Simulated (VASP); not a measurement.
# MgB2 in VASP: notebook, part 2 of 2

VASP 6.6.1. The steps go on from the part before.

### 5 Single point, PBE (strained and its atoms moved)

File INCAR:

```
PREC = Accurate
ENCUT = 520
EDIFF = 1E-6
ISMEAR = 0
SIGMA = 0.1
LREAL = F
LASPH = T
NELM = 100
ALGO = Normal
ISIF = 2
LWAVE = F
LCHARG = F
GGA = PE
NBANDS = 11
```

File KPOINTS:

```
Automatic mesh
0
Gamma
  14 14 10
```

File POSCAR:

```
MgB2
1.0
    3.1141848122     -0.0152707535      0.0000000000
   -1.5703172666      2.6893164752      0.0000000000
    0.0000000000      0.0000000000      3.5990968000
Mg B
1 2
Direct
   -0.0220249788     -0.0220249788      0.0000000000
    0.3525832829      0.6694416958      0.5000000000
    0.6694416958      0.3525832829      0.5000000000
```

Potentials or basis: VASP PAW PBE potentials, release 64 (Mg, B).

Launch:

```console
$ cat potpaw_PBE.64/Mg/POTCAR potpaw_PBE.64/B/POTCAR > POTCAR
$ mpirun -np 1 vasp_std > vasp.out
```

OUTCAR:

```text
PREC = Accurate
   ENCUT = 520
   EDIFF = 1E-6
   ISMEAR = 0
   LREAL = F
   LASPH = T
   NELM = 100
   ISIF = 2
   GGA = PE

 ion  position               nearest neighbor table
   1  0.978  0.978  0.000-   3 2.46   3 2.46   2 2.46   2 2.46   3 2.58   3 2.58   2 2.58   2 2.58
                             2 2.58   2 2.58   3 2.58   3 2.58
   2  0.353  0.669  0.500-   3 1.71   3 1.83   3 1.83   1 2.46   1 2.46   1 2.58   1 2.58   1 2.58
                             1 2.58
   3  0.669  0.353  0.500-   2 1.71   2 1.83   2 1.83   1 2.46   1 2.46   1 2.58   1 2.58   1 2.58
[... 537 lines left out ...]
  Direction    XX          YY          ZZ          XY          YZ          ZX
  --------------------------------------------------------------------------------------
  -------------------------------------------------------------------------------------
  Total       -0.8770811     -0.8304473     -0.9554588      0.0403798      0.0000000      0.0000000
  in kB      -46.7536784    -44.2678194    -50.9316814      2.1524857      0.0000000      0.0000000
  external PRESSURE =     -47.3177264 kB  Pullay stress =       0.0000000 kB

 VOLUME and BASIS-vectors are now :
 -----------------------------------------------------------------------------
  energy-cutoff  :      520.00
  volume of cell :       30.06
      direct lattice vectors                 reciprocal lattice vectors
     3.114184812 -0.015270753  0.000000000     0.322033388  0.188038334  0.000000000
    -1.570317267  2.689316475  0.000000000     0.001828603  0.372909435  0.000000000
     0.000000000  0.000000000  3.599096800     0.000000000  0.000000000  0.277847487

 POSITION                                       TOTAL-FORCE (eV/Angst)
 -----------------------------------------------------------------------------------
      1.50986      2.61515      0.00000         0.219977      0.381010      0.000000
      0.04677      1.79496      1.79955        -0.651069      0.121887      0.000000
      1.53110      0.93799      1.79955         0.431092     -0.502897      0.000000
 -----------------------------------------------------------------------------------
    total drift:                                0.000018      0.000031      0.000000

  FREE ENERGIE OF THE ION-ELECTRON SYSTEM (eV)
  ---------------------------------------------------
  free  energy   TOTEN  =       -15.2540501135 eV

  energy  without entropy=      -15.2505051136  energy(sigma->0) =      -15.25227761
```

OSZICAR:

```text
N       E                     dE             d eps       ncg     rms          rms(c)
DAV:   1     0.420270633439E+01    0.42027E+01   -0.37248E+03  7948   0.605E+02
DAV:   2    -0.163572161625E+02   -0.20560E+02   -0.19414E+02  9596   0.105E+02
DAV:   3    -0.169254084345E+02   -0.56819E+00   -0.56415E+00  9869   0.145E+01
DAV:   4    -0.169268827860E+02   -0.14744E-02   -0.14742E-02  8695   0.803E-01
DAV:   5    -0.169268889899E+02   -0.62038E-05   -0.62040E-05  9464   0.542E-02    0.519E+00
DAV:   6    -0.154993475402E+02    0.14275E+01   -0.19061E+00  8623   0.624E+00    0.242E+00
DAV:   7    -0.152562967351E+02    0.24305E+00   -0.88975E-01  9022   0.430E+00    0.759E-01
DAV:   8    -0.152556097491E+02    0.68699E-03   -0.35953E-02  8540   0.123E+00    0.165E-01
DAV:   9    -0.152540620226E+02    0.15477E-02   -0.57883E-03  8579   0.343E-01    0.515E-02
DAV:  10    -0.152540549719E+02    0.70507E-05   -0.16928E-04  8963   0.878E-02    0.161E-02
DAV:  11    -0.152540510869E+02    0.38850E-05   -0.36335E-05  8588   0.312E-02    0.527E-03
DAV:  12    -0.152540500695E+02    0.10174E-05   -0.35714E-06  8415   0.105E-02    0.133E-03
DAV:  13    -0.152540501135E+02   -0.43989E-07   -0.25532E-07  4392   0.289E-03
   1 F= -.15254050E+02 E0= -.15252278E+02  d E =-.354500E-02
```

stdout:

```text
POSCAR found type information on POSCAR MgB
 POSCAR found :  2 types and       3 ions
 scaLAPACK will be used
 LDA part: xc-table for (Slater+PW92), standard interpolation
 POSCAR, INCAR and KPOINTS ok, starting setup
 FFT: planning ... GRIDC
 FFT: planning ... GRID_SOFT
 FFT: planning ... GRID
 WAVECAR not read
 entering main loop
```

Wall time 63 s (1 thread of Intel Xeon Platinum 8488C (Sapphire Rapids), shared host); peak memory 0.24 GiB.

What came out:

- Free energy: -15.2541 eV
- Pressure: -4.7 GPa
- Largest force: 0.662 eV/Å
- Band gap on the k mesh: zero (band 4 reaches 6.57 eV, above the bottom of band 5 at 3.27 eV)

Forces in eV/Å, atoms in the order of the input:
```
Mg   0.220  0.381  0.000
B   -0.651  0.122  0.000
B    0.431 -0.503  0.000
```

Levels at points of the mesh, in eV from the Fermi level:
```tsv
k point	band 1	band 2	band 3	band 4	band 5	band 6	band 7	band 8
(0.00, 0.00, 0.00)	-12.21	-3.01	-0.15	1.01	1.34	5.73	6.91	7.89
(0.50, 0.00, 0.00)	-8.43	-7.52	-2.20	0.01	3.19	3.73	4.99	6.71
(0.50, 0.50, 0.00)	-8.32	-7.92	-1.79	0.40	2.40	4.14	4.96	6.49
(0.00, 0.00, 0.50)	-11.03	-7.29	0.17	1.37	6.00	7.31	7.88	9.22
(0.50, 0.00, 0.50)	-7.54	-6.67	-3.52	-1.92	-1.09	5.36	8.28	8.71
(0.50, 0.50, 0.50)	-7.41	-7.10	-3.32	-1.58	-1.51	5.87	8.56	9.22
```

Caveat: the cell differs from its parent crystal (strained and its atoms moved).

### 6 Single point, PBE (strained and its atoms moved)

File INCAR:

```
SYSTEM = MgB2
  PREC = Accurate
  ENCUT = 520
  EDIFF = 1E-7
  ISMEAR = 0
  SIGMA = 0.1
  LREAL = .FALSE.
  LASPH = .TRUE.
  NELM = 100
  ALGO = Normal
  ISIF = 2
  LWAVE = .FALSE.
  LCHARG = .FALSE.
  GGA = PE
  NBANDS = 11
```

File KPOINTS:

```
regular mesh
0
G
  14 14 10
  0 0 0
```

File POSCAR:

```
MgB2
1.0
    3.0261080420     -0.0308500071     -0.0142527033
   -1.5397709109      2.6669427334     -0.0000070580
   -0.0162762600     -0.0094064100      3.4873472400
Mg B
1 2
Direct
    0.0000000000     -0.0040476737      0.0000000000
    0.3300777555      0.6670627146      0.5096567137
    0.6699222445      0.3369849590      0.4903432863
```

Potentials or basis: VASP PAW PBE potentials, release 64 (Mg, B).

Launch:

```console
$ cat potpaw_PBE.64/Mg/POTCAR potpaw_PBE.64/B/POTCAR > POTCAR
$ mpirun -np 1 vasp_std > vasp.out
```

Wall time 90 s (1 thread of Intel Xeon Platinum 8488C (Sapphire Rapids), shared host); peak memory 0.28 GiB.

Results (log left out):

```
Free energy            : -15.2730 eV
Pressure               : 5.0 GPa
Largest force          : 0.696 eV/Å
Band gap on the k mesh : zero (band 4 reaches 7.04 eV, above the bottom of band 5 at 3.76 eV)
```

Forces on the atoms (eV/Å):
```
Mg  -0.047  0.081  0.000
B    0.232  0.080 -0.652
B   -0.185 -0.161  0.652
```

Stress tensor (GPa, compression positive):
```
8.61 4.63 0.86
4.63 3.26 0.50
0.86 0.50 3.25
```

Levels at points of the mesh, in eV from the Fermi level:
```tsv
k point	band 1	band 2	band 3	band 4	band 5	band 6	band 7	band 8	band 9
(0.00, 0.00, 0.00)	-12.63	-3.02	0.37	0.47	1.69	6.20	6.72	8.65	10.32
(0.50, 0.00, 0.00)	-8.48	-7.96	-2.35	0.36	3.00	3.74	5.69	7.38	12.76
(0.00, 0.50, 0.00)	-8.70	-7.96	-2.10	0.10	3.16	4.15	5.45	7.47	13.02
(0.00, 0.00, 0.50)	-11.31	-7.59	0.74	0.88	6.50	7.06	8.17	10.16	10.58
(0.50, 0.00, 0.50)	-7.47	-7.06	-3.50	-2.05	-1.28	5.61	8.76	8.92	13.54
(0.00, 0.50, 0.50)	-7.70	-7.02	-3.71	-1.82	-1.31	6.17	9.23	9.35	13.31
```

Caveat: the cell differs from its parent crystal (strained and its atoms moved).

### 7 The runs side by side

```tsv
cell	k mesh	gap on the mesh (eV)	pressure (GPa)	largest force (eV/Å)
a = 2.899, b = 2.899, c = 3.628 Å, angles 90.0, 90.0, 120.0°, 3 atoms	15 × 15 × 12	none	20.9	-
a = 3.028, b = 3.028, c = 3.511 Å, angles 90.0, 90.0, 120.0°, 3 atoms	15 × 15 × 12	none	5.8	-
a = 3.149, b = 3.149, c = 3.544 Å, angles 90.0, 90.0, 120.0°, 3 atoms	15 × 15 × 12	none	-8.2	-
a = 3.114, b = 3.114, c = 3.599 Å, angles 90.0, 90.0, 120.6°, 3 atoms	14 × 14 × 10	none	-4.7	0.66
a = 3.026, b = 3.080, c = 3.487 Å, angles 90.0, 90.5, 120.6°, 3 atoms	14 × 14 × 10	none	5.0	0.70
```

Alike in all rows: task single point; level PBE; potentials or basis VASP PAW PBE potentials, release 64 (Mg, B); no spin polarisation; cutoff (eV) 520; smearing gaussian 0.1 eV.

Absolute energies hang on the potentials; compare differences alone.
